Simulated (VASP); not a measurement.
**Au: relaxation of cell and atoms with PBE**

Au:

```
CELL_PARAMETERS angstrom
0.00000 2.07827 2.07827
2.07827 0.00000 2.07827
2.07827 2.07827 0.00000
ATOMIC_POSITIONS crystal
Au 0.00000 0.00000 0.00000
```

| Item | Value |
| --- | --- |
| Program | VASP 6.6.1 |
| Task | relaxation of cell and atoms |
| Functional | PBE |
| Potentials or basis | VASP PAW PBE potentials, release 64 (Au) |
| Cutoff | 600 eV |
| k mesh | 17 × 17 × 17 |
| Occupations | fermi-dirac, width 0.05 eV |
| Spin | non-collinear spin, zero start, spin-orbit coupling |
| Starting moments | [[0.0, 0.0, 0.0]] μB |
| Dipole correction | no |
| Further INCAR settings | ALGO = Normal; EDIFF = 1e-07; IBRION = 2; EDIFFG = -0.005; NSW = 60; ISIF = 3 |

- Relaxed volume: 17.80 Å³/atom
- Relaxed cell: a = 2.931 Å, b = 2.931 Å, c = 2.931 Å, α = 60.00°, β = 60.00°, γ = 60.00°
- Space group after relaxing (to 0.1 Å): Fm-3m (No. 225)
- Energy gained by relaxing: 0.5 meV/atom
- Ionic steps: 3
- Pressure after relaxing: 0.0 GPa
- Net moment: 0.00 μB per cell
- Valence electrons inside the program's atomic spheres: Au 9.60

The path:
| step | energy change (eV) | largest force (eV/Å) | pressure (GPa) | volume (Å³) |
| --- | --- | --- | --- | --- |
| 1 | 0.0000 | 0.0000 | -1.16 | 17.95 |
| 2 | 0.0004 | 0.0000 | 1.59 | 17.62 |
| 3 | -0.0005 | 0.0000 | 0.01 | 17.80 |

Final structure:
```xyz
1
Lattice="0.0000 2.0725 2.0725 2.0725 0.0000 2.0725 2.0725 2.0725 0.0000" Properties=species:S:1:pos:R:3 pbc="T T T"
Au    0.0000    0.0000    0.0000
```

Moments on the atoms (μB; x, y, z):
```
Au  0.00 0.00 0.00
```

Wall time 8 min on 1 thread of Intel Xeon 8259CL (shared host), peak memory 0.24 GiB.
